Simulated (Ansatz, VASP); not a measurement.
Two plane-wave programs on Al2GaAs3

```
Al Ga As
1.0
     4.05535    0.00000    0.00000
    -2.02767    3.51203    0.00000
     0.00000    0.00000    9.91199
Al Ga As
2 1 3
Direct
  0.00000 0.00000 0.00054
  0.66667 0.33333 0.33355
  0.33333 0.66667 0.66642
  0.00000 0.00000 0.75070
  0.33333 0.66667 0.41562
  0.66667 0.33333 0.08317
```

Alike in both runs: functional PBE; k mesh 6 × 6 × 2; occupations gaussian, width 0.1 eV; no spin polarisation.

Ansatz relaxed the structure, and its values are those at the end. VASP's run is a single point on that final structure, the one shown.

|  | VASP | Ansatz |
| --- | --- | --- |
| version | VASP 6.6.1 | Ansatz 0.2.0 |
| potentials or method | VASP PAW PBE potentials, release 64 (Al, Ga_d, As), cutoff 500 eV | scalar-relativistic, plane waves, PAW |
| valence electrons in the cell | 34 | 64 |

```csv
,VASP,Ansatz,Ansatz less VASP
gap on the k mesh at the Fermi level (eV),0.96,0.96,-0.001
least direct gap on the mesh (eV),0.96,0.96,-0.001
pressure (GPa),0.2,0.1,-0.15
```

The functional is the same, so the differences come from potentials, cutoffs and numerics. VASP's potentials hold 34 valence electrons a cell and Ansatz's 64, so a difference there can come from the potentials and not from the codes.
